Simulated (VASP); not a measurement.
# Ge in VASP: further runs, part 2 of 2

VASP 6.6.1.

## 4. Single point, PBE (engineering shear strain xy -0.0200, normal strain along z +0.0300)

The input, INCAR:

```
SYSTEM = Ge
PREC = Accurate
ENCUT = 520
EDIFF = 1E-6
ISMEAR = 0
SIGMA = 0.15
LREAL = .False.
LASPH = .True.
NELM = 100
ALGO = Normal
ISIF = 2
LWAVE = .False.
LCHARG = .False.
GGA = PE
NBANDS = 21
```

The input, KPOINTS:

```
regular mesh
0
Gamma
  14 14 14
  0 0 0
```

The input, POSCAR:

```
Ge
1.0
   -0.0288053477      2.8805347716      2.9669508147
    2.8805347716     -0.0288053477      2.9669508147
    2.8517294239      2.8517294239      0.0000000000
Ge
2
Direct
    0.5000000000      0.5000000000      0.5000000000
    0.7500000000      0.7500000000      0.7500000000
```

Potentials or basis: VASP PAW PBE potentials, release 64 (Ge_d).

Run with:

```sh
> cat potpaw_PBE.64/Ge_d/POTCAR > POTCAR
> mpirun -np 1 vasp_std > vasp.out
```

OUTCAR:

```text
SYSTEM = Ge
   PREC = Accurate
   ENCUT = 520
   EDIFF = 1E-6
   ISMEAR = 0
   LREAL = .False.
   LASPH = .True.
   NELM = 100
   ISIF = 2
   GGA = PE

 ion  position               nearest neighbor table
   1  0.500  0.500  0.500-   2 2.50   2 2.50   2 2.54   2 2.54
   2  0.750  0.750  0.750-   1 2.50   1 2.50   1 2.54   1 2.54

  LATTYP: Found a body centered orthorhombic cell.
 ALAT       =     4.0329544275
 B/A-ratio  =     1.0202020202
 C/A-ratio  =     1.4713535043

  Lattice vectors:

 A1 = (  -2.8805347716,   0.0288053477,   2.9669508147)
 A2 = (   2.8805347716,  -0.0288053477,   2.9669508147)
 A3 = (  -0.0288053477,   2.8805347716,  -2.9669508147)

Analysis of symmetry for initial positions (statically):
=====================================================================
 Subroutine PRICEL returns:
 Original cell was already a primitive cell.

 Routine SETGRP: Setting up the symmetry group for a
 body centered orthorhombic supercell.

 Subroutine GETGRP returns: Found  8 space group operations
 (whereof  4 operations were pure point group operations)
 out of a pool of  8 trial point group operations.

The static configuration has the point symmetry C_2v.
 The point group associated with its full space group is D_2h.
[... 160 lines left out ...]
  energy without entropy =       -9.01883850  energy(sigma->0) =       -9.01941257

 E-fermi :   4.1882     XC(G=0):  -9.5360

 val. band max:        4.1727338170   @ k =   0.0714   0.0714   0.1429
 cond. band min:       4.1987417970   @ k =   0.0714   0.0000   0.0000
 fundamental gap:      0.0260079800
 Fermi energy:         4.1882171381

 k-point     1 :       0.0000    0.0000    0.0000
  band No.  band energies     occupation
      1     -20.5149      2.00000
      2     -20.5021      2.00000
      3     -20.4984      2.00000
      4     -20.4753      2.00000
      5     -20.4747      2.00000
      6     -20.3131      2.00000
[... 565 lines left out ...]
     20      13.1320      0.00000
     21      13.9570      0.00000

 [... further k-points ...]

------------------------ aborting loop because EDIFF is reached ----------------------------------------

  FORCE on cell =-STRESS in cart. coord.  units (eV):
  Direction    XX          YY          ZZ          XY          YZ          ZX
  --------------------------------------------------------------------------------------
  -------------------------------------------------------------------------------------
  Total       -0.2788671     -0.2788671     -0.8892860      0.4056640      0.0000000      0.0000000
  in kB       -9.0753779     -9.0753779    -28.9406910     13.2018222      0.0000000      0.0000000
  external PRESSURE =     -15.6971489 kB  Pullay stress =       0.0000000 kB

 VOLUME and BASIS-vectors are now :
 -----------------------------------------------------------------------------
  energy-cutoff  :      520.00
  volume of cell :       49.23
      direct lattice vectors                 reciprocal lattice vectors
    -0.028805348  2.880534772  2.966950815    -0.171860277  0.171860277  0.168523185
     2.880534772 -0.028805348  2.966950815     0.171860277 -0.171860277  0.168523185
     2.851729424  2.851729424  0.000000000     0.175332202  0.175332202 -0.168523185

 POSITION                                       TOTAL-FORCE (eV/Angst)
 -----------------------------------------------------------------------------------
      2.85173      2.85173      2.96695         0.000000      0.000000     -0.129443
      4.27759      4.27759      4.45043        -0.000000     -0.000000      0.129443
 -----------------------------------------------------------------------------------
    total drift:                               -0.000000     -0.000000      0.000000

  FREE ENERGIE OF THE ION-ELECTRON SYSTEM (eV)
  ---------------------------------------------------
  free  energy   TOTEN  =        -9.0199866401 eV

  energy  without entropy=       -9.0188384956  energy(sigma->0) =       -9.01941257
```

OSZICAR:

```text
N       E                     dE             d eps       ncg     rms          rms(c)
DAV:   1     0.194887534143E+03    0.19489E+03   -0.14736E+04 20111   0.355E+03
DAV:   2     0.197986683288E+02   -0.17509E+03   -0.16959E+03 18049   0.622E+02
DAV:   3    -0.810218348299E+01   -0.27901E+02   -0.27724E+02 20801   0.145E+02
DAV:   4    -0.906682623305E+01   -0.96464E+00   -0.96417E+00 20206   0.316E+01
DAV:   5    -0.908321169790E+01   -0.16385E-01   -0.16385E-01 20621   0.462E+00    0.285E+00
DAV:   6    -0.904098420129E+01    0.42227E-01   -0.18831E-02 22560   0.153E+00    0.169E+00
DAV:   7    -0.901822739590E+01    0.22757E-01   -0.38543E-02 19743   0.192E+00    0.140E-01
DAV:   8    -0.901971559083E+01   -0.14882E-02   -0.51643E-03 20541   0.922E-01    0.440E-02
DAV:   9    -0.901995653231E+01   -0.24094E-03   -0.27822E-04 20186   0.182E-01    0.141E-02
DAV:  10    -0.901998402979E+01   -0.27497E-04   -0.43359E-05 21211   0.630E-02    0.571E-03
DAV:  11    -0.901998666072E+01   -0.26309E-05   -0.66825E-06 18551   0.344E-02    0.180E-03
DAV:  12    -0.901998664009E+01    0.20638E-07   -0.48025E-07 13552   0.123E-02
   1 F= -.90199866E+01 E0= -.90194126E+01  d E =-.114814E-02
```

Run time: 9 min. Hardware: 1 thread of Intel Xeon 8259CL, shared host; peak memory 0.45 GiB.

Results:

```yaml
Free_energy: -9.0200 eV
Pressure: -1.6 GPa
Largest_force: 0.129 eV/Å
Band_gap_on_the_k_mesh: zero (band 14 reaches 4.27 eV, above the bottom of band 15 at 4.08 eV)
```

Forces on the atoms (eV/Å):
```
Ge   0.000  0.000 -0.129
Ge   0.000  0.000  0.129
```

Stress tensor (GPa, compression positive):
```
-0.91  1.32  0.00
 1.32 -0.91  0.00
 0.00  0.00 -2.89
```

Caveat: the cell differs from its parent crystal (engineering shear strain xy -0.0200, normal strain along z +0.0300).

## 5. Single point, PBE (engineering shear strain xy +0.0000, normal strain along z -0.0200)

The input, INCAR:

```
PREC = Accurate ; ENCUT = 520
EDIFF = 1E-7 ; ISMEAR = 0
SIGMA = 0.15 ; LREAL = False
LASPH = True ; NELM = 60
ALGO = Normal ; ISIF = 2
LWAVE = False ; LCHARG = True
GGA = PE ; LELF = True
LVHAR = True ; NBANDS = 21
```

The input, KPOINTS:

```
Automatic mesh
0
Gamma
  14 14 14
```

The input, POSCAR:

```
Ge
1.0
    0.0000000000      2.8805347716      2.8229240762
    2.8805347716      0.0000000000      2.8229240762
    2.8805347716      2.8805347716      0.0000000000
Ge
2
Direct
    0.5000000000      0.5000000000      0.5000000000
    0.7500000000      0.7500000000      0.7500000000
```

Run with:

```sh
> cat potpaw_PBE.64/Ge_d/POTCAR > POTCAR
> mpirun -np 1 vasp_std > vasp.out
```

It took 2.8 min on 1 thread of AMD EPYC 7R13 (Zen 3), shared host; peak memory 0.28 GiB.

The run converged. Its results:

```
Free energy            : -9.0308 eV
Pressure               : 1.2 GPa
Band gap on the k mesh : 0.13 eV, indirect (least direct gap 0.15 eV)
```

Stress tensor (GPa, compression positive):
```
0.72 0.00 0.00
0.00 0.72 0.00
0.00 0.00 2.04
```

Levels at points of the mesh, in eV from the valence-band top:
| k point | band 11 | band 12 | band 13 | band 14 | band 15 | band 16 | band 17 | band 18 |
| --- | --- | --- | --- | --- | --- | --- | --- | --- |
| (0.00, 0.00, 0.00) | -12.47 | -0.23 | 0.00 | 0.00 | 0.15 | 2.53 | 2.62 | 2.62 |
| (0.50, 0.00, 0.00) | -10.46 | -7.39 | -1.39 | -1.22 | 0.13 | 3.72 | 3.85 | 7.17 |
| (0.50, 0.50, 0.00) | -8.65 | -8.65 | -3.00 | -3.00 | 0.74 | 0.74 | 9.30 | 9.30 |
| (0.50, 0.00, 0.50) | -8.74 | -8.74 | -2.86 | -2.86 | 0.90 | 0.90 | 9.26 | 9.26 |

Caveat: the cell differs from its parent crystal (engineering shear strain xy +0.0000, normal strain along z -0.0200).

## 6. Single point, PBE (engineering shear strain xy +0.0000, normal strain along z -0.0100)

The input, INCAR:

```
ALGO     = Normal         # electronic algorithm
EDIFF    = 1E-7           # SCF threshold, eV
ENCUT    = 520            # plane-wave cutoff, eV
GGA      = PE             # functional
ISIF     = 2              # what is computed and relaxed
ISMEAR   = 0              # smearing method
LASPH    = T              # aspherical terms in the spheres
LCHARG   = F              # write CHGCAR
LREAL    = F              # projectors in reciprocal space
LWAVE    = F              # write WAVECAR
NBANDS   = 21             # bands
NELM     = 80             # most SCF steps
PREC     = Accurate       # precision mode
SIGMA    = 0.15           # smearing width, eV
```

The input, KPOINTS:

```
k-points
0
Gamma
  14 14 14
```

The input, POSCAR:

```
Ge
1.0
    0.0000000000      2.8805347716      2.8517294239
    2.8805347716      0.0000000000      2.8517294239
    2.8805347716      2.8805347716      0.0000000000
Ge
2
Direct
    0.5000000000      0.5000000000      0.5000000000
    0.7500000000      0.7500000000      0.7500000000
```

Potentials or basis: VASP PAW PBE potentials, release 64 (Ge_d).

Run with:

```sh
> cat potpaw_PBE.64/Ge_d/POTCAR > POTCAR
> mpirun -np 1 vasp_std > vasp.out
```

OUTCAR:

```text
EDIFF = 1E-7
   ENCUT = 520
   GGA = PE
   ISIF = 2
   ISMEAR = 0
   LASPH = T
   LREAL = F
   NELM = 80
   PREC = Accurate

 ion  position               nearest neighbor table
   1  0.500  0.500  0.500-   2 2.49   2 2.49   2 2.49   2 2.49
   2  0.750  0.750  0.750-   1 2.49   1 2.49   1 2.49   1 2.49

  LATTYP: Found a body centered tetragonal cell.
 ALAT       =     4.0736913409
 C/A-ratio  =     1.4000714268

  Lattice vectors:

 A1 = (   0.0000000000,  -2.8805347716,  -2.8517294239)
 A2 = (   0.0000000000,   2.8805347716,  -2.8517294239)
 A3 = (   2.8805347716,   0.0000000000,   2.8517294239)

Analysis of symmetry for initial positions (statically):
=====================================================================
 Subroutine PRICEL returns:
 Original cell was already a primitive cell.

 Routine SETGRP: Setting up the symmetry group for a
 body centered tetragonal supercell.

 Subroutine GETGRP returns: Found 16 space group operations
 (whereof  8 operations were pure point group operations)
 out of a pool of 16 trial point group operations.

The static configuration has the point symmetry D_2d.
 The point group associated with its full space group is D_4h.

Analysis of symmetry for dynamics (positions and initial velocities):
=====================================================================
 Subroutine PRICEL returns:
 Original cell was already a primitive cell.

 Routine SETGRP: Setting up the symmetry group for a
 body centered tetragonal supercell.

 Subroutine GETGRP returns: Found 16 space group operations
 (whereof  8 operations were pure point group operations)
 out of a pool of 16 trial point group operations.

The dynamic configuration has the point symmetry D_2d.
 The point group associated with its full space group is D_4h.

 Subroutine INISYM returns: Found 16 space group operations
 (whereof  8 operations are pure point group operations),
 and found     1 'primitive' translations
[... 109 lines left out ...]
   EFERMI =   0.00;   METHOD = LEGACY
   ISMEAR =     0;   SIGMA  =   0.15  broadening in eV -4-tet -1-fermi 0-gaus
   EFERMI_NEDOS =   21; number of points for ismear=-14 and -15
   IALGO  =     38    algorithm
   IMIX   =      4    mixing-type and parameters
     AMIX     =   0.40;   BMIX     =  1.00
     AMIX_MAG =   1.60;   BMIX_MAG =  1.00
  volume/ion in A,a.u.               =      23.66       159.68
  Fermi-wavevector in a.u.,A,eV,Ry     =   1.374356  2.597157 25.699434  1.888855
  Thomas-Fermi vector in A             =   2.499790
   LORBIT       =      0    0 simple, 1 ext, 2 COOP (PROOUT), +10 PAW based schemes
   GGA     = PE    functional components
   LHFCALC =     F    Hartree Fock is set to
   AEXX    =    0.0000 exact exchange contribution
   IVDW    =     0    specifies the selected vdW correction
   LEPSILON=     F    determine dielectric tensor
   LRPA    =     F    only Hartree local field effects (RPA)
 non-spin polarized calculation
 Gauss-broadening in eV      SIGMA  =   0.15
  energy-cutoff  :      520.00
  volume of cell :       47.32
 maximum number of plane-waves:      1297
   NGX = 15   NGY = 15   NGZ = 15

 number of electron      27.9999987 magnetization

 Free energy of the ion-electron system (eV)
  ---------------------------------------------------
  ext. energy  EPLUGINS =         0.00000000
  ---------------------------------------------------
  free energy    TOTEN  =        -9.03555592 eV

  energy without entropy =       -9.03471124  energy(sigma->0) =       -9.03513358

 E-fermi :   4.5853     XC(G=0):  -9.7174

 val. band max:        4.5453613844   @ k =   0.0000   0.0000   0.0000
 cond. band min:       4.6200684828   @ k =   0.0000   0.0000   0.0000
 fundamental gap:      0.0747070984
 Fermi energy:         4.5853279230

 k-point     1 :       0.0000    0.0000    0.0000
  band No.  band energies     occupation
      1     -20.1884      2.00000
      2     -20.1864      2.00000
      3     -20.1864      2.00000
      4     -20.1545      2.00000
      5     -20.1540      2.00000
      6     -19.9678      2.00000
[... 565 lines left out ...]
     20      13.7412      0.00000
     21      14.2156      0.00000

 [... further k-points ...]

------------------------ aborting loop because EDIFF is reached ----------------------------------------

  FORCE on cell =-STRESS in cart. coord.  units (eV):
  Direction    XX          YY          ZZ          XY          YZ          ZX
  --------------------------------------------------------------------------------------
  -------------------------------------------------------------------------------------
  Total        0.0873344      0.0873344      0.2831198      0.0000000      0.0000000      0.0000000
  in kB        2.9567270      2.9567270      9.5850906      0.0000000      0.0000000      0.0000000
  external PRESSURE =       5.1661816 kB  Pullay stress =       0.0000000 kB

 VOLUME and BASIS-vectors are now :
 -----------------------------------------------------------------------------
  energy-cutoff  :      520.00
  volume of cell :       47.32
      direct lattice vectors                 reciprocal lattice vectors
     0.000000000  2.880534772  2.851729424    -0.173578880  0.173578880  0.175332202
     2.880534772  0.000000000  2.851729424     0.173578880 -0.173578880  0.175332202
     2.880534772  2.880534772  0.000000000     0.173578880  0.173578880 -0.175332202

 POSITION                                       TOTAL-FORCE (eV/Angst)
 -----------------------------------------------------------------------------------
      2.88053      2.88053      2.85173         0.000000      0.000000     -0.000000
      4.32080      4.32080      4.27759        -0.000000     -0.000000      0.000000
 -----------------------------------------------------------------------------------
    total drift:                                0.000000     -0.000000     -0.000000

  FREE ENERGIE OF THE ION-ELECTRON SYSTEM (eV)
  ---------------------------------------------------
  free  energy   TOTEN  =        -9.0355559158 eV

  energy  without entropy=       -9.0347112375  energy(sigma->0) =       -9.03513358
```

stdout:

```text
POSCAR found type information on POSCAR Ge
 POSCAR found :  1 types and       2 ions
 scaLAPACK will be used
 LDA part: xc-table for (Slater+PW92), standard interpolation
 POSCAR, INCAR and KPOINTS ok, starting setup
 FFT: planning ... GRIDC
 FFT: planning ... GRID_SOFT
 FFT: planning ... GRID
 WAVECAR not read
 entering main loop
```

Run time: 3.4 min. Hardware: 1 thread of AMD EPYC 7R13 (Zen 3), shared host; peak memory 0.28 GiB.

Results:

- Free energy: -9.0356 eV
- Pressure: 0.5 GPa
- Band gap on the k mesh: 0.07 eV, direct

Caveat: the cell differs from its parent crystal (engineering shear strain xy +0.0000, normal strain along z -0.0100). A k mesh can miss the band edges.

## 7. The runs side by side

| cell | gap on the mesh (eV) | pressure (GPa) | largest force (eV/Å) |
| --- | --- | --- | --- |
| a = 4.013, b = 4.013, c = 4.033 Å, angles 59.8, 59.8, 61.7°, 2 atoms | - | 1.9 | 0.17 |
| a = 4.034, b = 4.034, c = 3.992 Å, angles 60.3, 60.3, 62.0°, 2 atoms | none | 1.4 | 0.33 |
| a = 4.135, b = 4.135, c = 4.033 Å, angles 60.8, 60.8, 59.7°, 2 atoms | none | -1.6 | 0.13 |
| a = 4.033, b = 4.033, c = 4.074 Å, angles 59.7, 59.7, 60.7°, 2 atoms | 0.13 | 1.2 | - |
| a = 4.053, b = 4.053, c = 4.074 Å, angles 59.8, 59.8, 60.3°, 2 atoms | 0.07 | 0.5 | - |

Alike in all rows: task single point; level PBE; potentials or basis VASP PAW PBE potentials, release 64 (Ge_d); no spin polarisation; k mesh 14 × 14 × 14; cutoff (eV) 520; smearing gaussian 0.15 eV.

Total energies depend on the potentials used, so only differences within one code and one set of settings carry meaning.
